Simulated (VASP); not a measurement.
# BN (Qingsongite) in VASP: further runs, part 2 of 2

VASP 6.6.1. Earlier steps stand in the parts before.

### Step 3. Single point, PBE

INCAR reads:

```
SYSTEM = BN
PREC = Accurate
ENCUT = 600
EDIFF = 1E-6
ISMEAR = 0
SIGMA = 0.05
LREAL = .FALSE.
LASPH = .TRUE.
NELM = 120
ALGO = Normal
ISIF = 2
LWAVE = .FALSE.
LCHARG = .TRUE.
GGA = PE
LELF = .TRUE.
LVHAR = .TRUE.
NBANDS = 11
GGA_COMPAT = .FALSE.
```

KPOINTS reads:

```
Automatic mesh
0
G
  10 10 10
  0 0 0
```

POSCAR reads:

```
BN
1.0
    0.0000000000      1.8280415312      1.7671068135
    1.8280415312      0.0000000000      1.7671068135
    1.8280415312      1.8280415312      0.0000000000
B N
1 1
Direct
    0.0000000000      0.0000000000      0.0000000000
    0.2500000000      0.2500000000      0.2500000000
```

Potentials or basis: VASP PAW PBE potentials, release 64 (B, N).

Launch:

```bash
$ cat potpaw_PBE.64/B/POTCAR potpaw_PBE.64/N/POTCAR > POTCAR
$ mpirun -np 1 vasp_std > vasp.out
```

Wall time 18 s (1 thread of Intel Xeon 8259CL, shared host); peak memory 0.13 GiB.

Results (log left out):

* Free energy: -17.4366 eV
* Pressure: 3.0 GPa
* Band gap on the k mesh: 3.87 eV, indirect (least direct gap 8.46 eV)

Stress tensor (GPa, compression positive):
```
-3.63  0.00  0.00
 0.00 -3.63  0.00
 0.00  0.00 16.24
```

Levels at points of the mesh, in eV from the valence-band top:
```tsv
k point	band 1	band 2	band 3	band 4	band 5	band 6	band 7	band 8	band 9
(0.00, 0.00, 0.00)	-20.44	-0.32	-0.32	0.00	8.46	8.70	8.70	10.13	24.55
(0.50, 0.00, 0.00)	-16.22	-10.90	-2.40	-1.90	9.61	10.31	11.00	15.05	23.21
(0.50, 0.50, 0.00)	-14.60	-8.79	-5.41	-5.41	3.87	8.49	17.75	17.75	21.03
(0.50, 0.00, 0.50)	-14.98	-9.29	-4.96	-4.95	4.45	9.29	17.38	17.88	20.31
```

A k mesh can miss the band edges.

### Step 4. Single point, PBE

INCAR reads:

```
SYSTEM = BN
PREC = Accurate ; ENCUT = 600
EDIFF = 1E-6 ; ISMEAR = 0
SIGMA = 0.05 ; LREAL = .False.
LASPH = .True. ; NELM = 120
ALGO = Normal ; ISIF = 2
LWAVE = .False. ; LCHARG = .True.
GGA = PE ; LELF = .True.
LVHAR = .True. ; NBANDS = 11
GGA_COMPAT = .False.
```

KPOINTS reads:

```
Automatic mesh
0
Gamma
  10 10 10
  0 0 0
```

POSCAR reads:

```
BN
1.0
    0.0000000000      1.7878517047      1.8474467615
    1.7878517047      0.0000000000      1.8474467615
    1.7878517047      1.7878517047      0.0000000000
B N
1 1
Direct
    0.0000000000      0.0000000000      0.0000000000
    0.2500000000      0.2500000000      0.2500000000
```

Launch:

```bash
$ cat potpaw_PBE.64/B/POTCAR potpaw_PBE.64/N/POTCAR > POTCAR
$ mpirun -np 1 vasp_std > vasp.out
```

Run time: 20 s. Hardware: 1 thread of Intel Xeon 8259CL, shared host; peak memory 0.13 GiB.

It converged, with:

- Free energy: -17.4367 eV
- Pressure: 3.0 GPa
- Band gap on the k mesh: 4.16 eV, indirect (least direct gap 8.64 eV)

Stress tensor (GPa, compression positive):
```
 10.04   0.00   0.00
  0.00  10.04   0.00
  0.00   0.00 -11.07
```

Levels at points of the mesh, in eV from the valence-band top:
| k point | band 1 | band 2 | band 3 | band 4 | band 5 | band 6 | band 7 | band 8 | band 9 |
| --- | --- | --- | --- | --- | --- | --- | --- | --- | --- |
| (0.00, 0.00, 0.00) | -20.34 | -0.34 | 0.00 | 0.00 | 8.64 | 8.64 | 8.87 | 10.23 | 24.64 |
| (0.50, 0.00, 0.00) | -16.12 | -10.80 | -2.31 | -1.80 | 9.61 | 10.77 | 10.83 | 15.15 | 23.31 |
| (0.50, 0.50, 0.00) | -15.01 | -9.34 | -4.72 | -4.72 | 4.73 | 9.63 | 17.74 | 17.74 | 20.21 |
| (0.50, 0.00, 0.50) | -14.63 | -8.87 | -5.16 | -5.15 | 4.16 | 8.87 | 17.53 | 18.04 | 20.87 |

A k mesh can miss the band edges. PBE gaps usually lie below the measured ones, often by a third to a half.

### Step 5. Single point, PBE

This run uses another cell than the first one, of the same volume but with other edges.

INCAR reads:

```
SYSTEM = BN
  ALGO = Normal
  EDIFF = 1E-6
  ENCUT = 600
  GGA = PE
  GGA_COMPAT = .FALSE.
  ISIF = 2
  ISMEAR = 0
  LASPH = .TRUE.
  LCHARG = .TRUE.
  LELF = .TRUE.
  LREAL = .FALSE.
  LVHAR = .TRUE.
  LWAVE = .FALSE.
  NBANDS = 11
  NELM = 120
  PREC = Accurate
  SIGMA = 0.05
```

KPOINTS reads:

```
k-points
0
G
  10 10 10
  0 0 0
```

POSCAR reads:

```
BN
1.0
    0.0000000000      1.7690308154      1.8869662030
    1.7690308154      0.0000000000      1.8869662030
    1.7690308154      1.7690308154      0.0000000000
B N
1 1
Direct
    0.0000000000      0.0000000000      0.0000000000
    0.2500000000      0.2500000000      0.2500000000
```

Launch:

```bash
$ cat potpaw_PBE.64/B/POTCAR potpaw_PBE.64/N/POTCAR > POTCAR
$ mpirun -np 1 vasp_std > vasp.out
```

It took 19 s on 1 thread of Intel Xeon 8259CL, shared host; peak memory 0.13 GiB.

It converged, with:

* Free energy: -17.3866 eV
* Pressure: 3.0 GPa
* Band gap on the k mesh: 3.88 eV, indirect (least direct gap 8.47 eV)

Stress tensor (GPa, compression positive):
```
 17.44   0.00   0.00
  0.00  17.44   0.00
  0.00   0.00 -25.90
```

Levels at points of the mesh, in eV from the valence-band top:
| k point | band 1 | band 2 | band 3 | band 4 | band 5 | band 6 | band 7 | band 8 | band 9 |
| --- | --- | --- | --- | --- | --- | --- | --- | --- | --- |
| (0.00, 0.00, 0.00) | -20.47 | -0.71 | 0.00 | 0.00 | 8.47 | 8.47 | 8.93 | 10.08 | 24.54 |
| (0.50, 0.00, 0.00) | -16.23 | -10.92 | -2.69 | -1.65 | 8.86 | 10.82 | 11.16 | 15.04 | 23.10 |
| (0.50, 0.50, 0.00) | -15.37 | -9.76 | -4.53 | -4.53 | 5.01 | 10.01 | 17.53 | 17.53 | 19.63 |
| (0.50, 0.00, 0.50) | -14.62 | -8.83 | -5.41 | -5.39 | 3.88 | 8.52 | 17.06 | 18.06 | 20.88 |

A k mesh can miss the band edges. As with any semilocal functional, this PBE gap is likely too small.

### Step 6. Single point, PBE

This run uses another cell than the first one, of the same volume but with other edges.

INCAR reads:

```
SYSTEM = BN
  PREC = Accurate
  ENCUT = 600
  EDIFF = 1E-6
  ISMEAR = 0
  SIGMA = 0.05
  LREAL = .FALSE.
  LASPH = .TRUE.
  NELM = 120
  ALGO = Normal
  ISIF = 2
  LWAVE = .FALSE.
  LCHARG = .TRUE.
  GGA = PE
  LELF = .TRUE.
  LVHAR = .TRUE.
  NBANDS = 11
  GGA_COMPAT = .FALSE.
```

KPOINTS reads:

```
Automatic mesh
0
G
  10 10 10
  0 0 0
```

POSCAR reads:

```
BN
1.0
    0.0000000000      1.7509782209      1.9260760430
    1.7509782209      0.0000000000      1.9260760430
    1.7509782209      1.7509782209      0.0000000000
B N
1 1
Direct
    0.0000000000      0.0000000000      0.0000000000
    0.2500000000      0.2500000000      0.2500000000
```

Potentials or basis: VASP PAW PBE potentials, release 64 (B, N).

Launch:

```bash
$ cat potpaw_PBE.64/B/POTCAR potpaw_PBE.64/N/POTCAR > POTCAR
$ mpirun -np 1 vasp_std > vasp.out
```

OUTCAR:

```text
SYSTEM = BN
   PREC = Accurate
   ENCUT = 600
   EDIFF = 1E-6
   ISMEAR = 0
   LREAL = .FALSE.
   LASPH = .TRUE.
   NELM = 120
   ISIF = 2
   GGA = PE

 ion  position               nearest neighbor table
   1  0.000  0.000  0.000-   2 1.57   2 1.57   2 1.57   2 1.57
   2  0.250  0.250  0.250-   1 1.57   1 1.57   1 1.57   1 1.57

  LATTYP: Found a body centered tetragonal cell.
 ALAT       =     2.4762571474
 C/A-ratio  =     1.5556349186

  Lattice vectors:

 A1 = (  -1.7509782209,   0.0000000000,   1.9260760430)
[... 515 lines left out ...]
      7      22.5070      0.00000
      8      22.8960      0.00000
      9      25.9381      0.00000
     10      33.7137      0.00000
     11      40.2524      0.00000

 [... further k-points ...]
[... 5 lines left out ...]
  --------------------------------------------------------------------------------------
  -------------------------------------------------------------------------------------
  Total        1.8555400      1.8555400     -3.0471166      0.0000000      0.0000000      0.0000000
  in kB      251.7189938    251.7189938   -413.3659847      0.0000000      0.0000000      0.0000000
  external PRESSURE =      30.0240010 kB  Pullay stress =       0.0000000 kB

 VOLUME and BASIS-vectors are now :
 -----------------------------------------------------------------------------
  energy-cutoff  :      600.00
  volume of cell :       11.81
      direct lattice vectors                 reciprocal lattice vectors
     0.000000000  1.750978221  1.926076043    -0.285554665  0.285554665  0.259595150
     1.750978221  0.000000000  1.926076043     0.285554665 -0.285554665  0.259595150
     1.750978221  1.750978221  0.000000000     0.285554665  0.285554665 -0.259595150

 POSITION                                       TOTAL-FORCE (eV/Angst)
 -----------------------------------------------------------------------------------
      0.00000      0.00000      0.00000         0.000000      0.000000     -0.000000
      0.87549      0.87549      0.96304        -0.000000     -0.000000      0.000000
 -----------------------------------------------------------------------------------
    total drift:                               -0.000001     -0.000001      0.000002

  FREE ENERGIE OF THE ION-ELECTRON SYSTEM (eV)
  ---------------------------------------------------
  free  energy   TOTEN  =       -17.3037183379 eV

  energy  without entropy=      -17.3037183379  energy(sigma->0) =      -17.30371834
```

OSZICAR:

```text
N       E                     dE             d eps       ncg     rms          rms(c)
DAV:   1     0.150257033611E+02    0.15026E+02   -0.55567E+03  2276   0.814E+02
DAV:   2    -0.176372943617E+02   -0.32663E+02   -0.31849E+02  2688   0.191E+02
DAV:   3    -0.182699429291E+02   -0.63265E+00   -0.63167E+00  2656   0.223E+01
DAV:   4    -0.182707233331E+02   -0.78040E-03   -0.78039E-03  2436   0.870E-01
DAV:   5    -0.182707240796E+02   -0.74641E-06   -0.74643E-06  2619   0.266E-02    0.669E+00
DAV:   6    -0.173866143521E+02    0.88411E+00   -0.30101E+00  2549   0.105E+01    0.322E+00
DAV:   7    -0.173175878881E+02    0.69026E-01   -0.10065E-01  2516   0.267E+00    0.190E+00
DAV:   8    -0.173034667278E+02    0.14121E-01   -0.35327E-02  2511   0.138E+00    0.188E-01
DAV:   9    -0.173036284660E+02   -0.16174E-03   -0.98281E-04  2352   0.266E-01    0.833E-02
DAV:  10    -0.173037132660E+02   -0.84800E-04   -0.12248E-04  2454   0.101E-01    0.150E-02
DAV:  11    -0.173037182811E+02   -0.50151E-05   -0.87951E-06  2615   0.249E-02    0.106E-02
DAV:  12    -0.173037183379E+02   -0.56741E-07   -0.14444E-06  1398   0.888E-03
   1 F= -.17303718E+02 E0= -.17303718E+02  d E =-.373264E-28
```

Wall time 20 s (1 thread of Intel Xeon 8259CL, shared host); peak memory 0.14 GiB.

Results:

```yaml
Free_energy: -17.3037 eV
Pressure: 3.0 GPa
Band_gap_on_the_k_mesh: 3.59 eV, indirect (least direct gap 8.30 eV)
```

Stress tensor (GPa, compression positive):
```
 25.17   0.00   0.00
  0.00  25.17   0.00
  0.00   0.00 -41.34
```

Levels at points of the mesh, in eV from the valence-band top:
| k point | band 2 | band 3 | band 4 | band 5 | band 6 | band 7 |
| --- | --- | --- | --- | --- | --- | --- |
| (0.00, 0.00, 0.00) | -1.10 | 0.00 | 0.00 | 8.30 | 8.30 | 8.99 |
| (0.50, 0.00, 0.00) | -11.04 | -3.07 | -1.51 | 8.10 | 10.85 | 11.50 |
| (0.50, 0.50, 0.00) | -10.17 | -4.36 | -4.36 | 5.27 | 10.36 | 17.29 |
| (0.50, 0.00, 0.50) | -8.81 | -5.64 | -5.63 | 3.59 | 8.18 | 16.53 |

A k mesh can miss the band edges. PBE gaps usually lie below the measured ones, often by a third to a half.

### Step 7. Summary

```csv
cell,gap on the mesh (eV),pressure (GPa)
"a = 2.556 Å, angles 60.0°, 2 atoms",4.46,3.0
"a = 2.543, b = 2.543, c = 2.585 Å, angles 59.4, 59.4, 61.1°, 2 atoms",3.87,3.0
"a = 2.571, b = 2.571, c = 2.528 Å, angles 60.5, 60.5, 58.9°, 2 atoms",4.16,3.0
"a = 2.587, b = 2.587, c = 2.502 Å, angles 61.1, 61.1, 57.8°, 2 atoms",3.88,3.0
"a = 2.603, b = 2.603, c = 2.476 Å, angles 61.6, 61.6, 56.8°, 2 atoms",3.59,3.0
```

Alike in all rows: task single point; level PBE; potentials or basis VASP PAW PBE potentials, release 64 (B, N); no spin polarisation; k mesh 10 × 10 × 10; cutoff (eV) 600; smearing gaussian 0.05 eV.

Total energies depend on the potentials used, so only differences within one code and one set of settings carry meaning.
